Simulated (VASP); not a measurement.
The system is InSb.

```
CELL_PARAMETERS angstrom
0.00000 3.24672 3.31132
3.24672 0.00000 3.31132
3.24672 3.24672 0.00000
ATOMIC_POSITIONS crystal
In 0.00000 0.00000 0.00000
Sb 0.25000 0.25000 0.25000
```

This cell differs from its parent crystal: epitaxial xy strain -1.0%.

Base run:

| Property | Result |
| --- | --- |
| Program | VASP 6.6.1 |
| Functional | PBE |
| Potentials or basis | VASP PAW PBE potentials, release 64 (In_d, Sb) |
| Cutoff | 520 eV |
| k mesh | 6 × 6 × 6 |
| Occupations | fermi-dirac, width 0.02 eV |
| Spin | no spin polarisation |

Its results: band gap on the k mesh zero (filled and empty bands touch); pressure 1.9 GPa.

**Question.** The run is repeated on the same cell with these changes: functional from PBE to r2SCAN. What comes out?

**Answer.** Band gap on the k mesh 0.04 eV; pressure 0.4 GPa.

Caveats: semilocal functionals underestimate gaps, and a narrow one can read as zero; spin-orbit coupling is left out, which moves the levels of the heavy elements; the PAW data sets were made with another functional, which shifts forces and pressure a little (at least some runs).

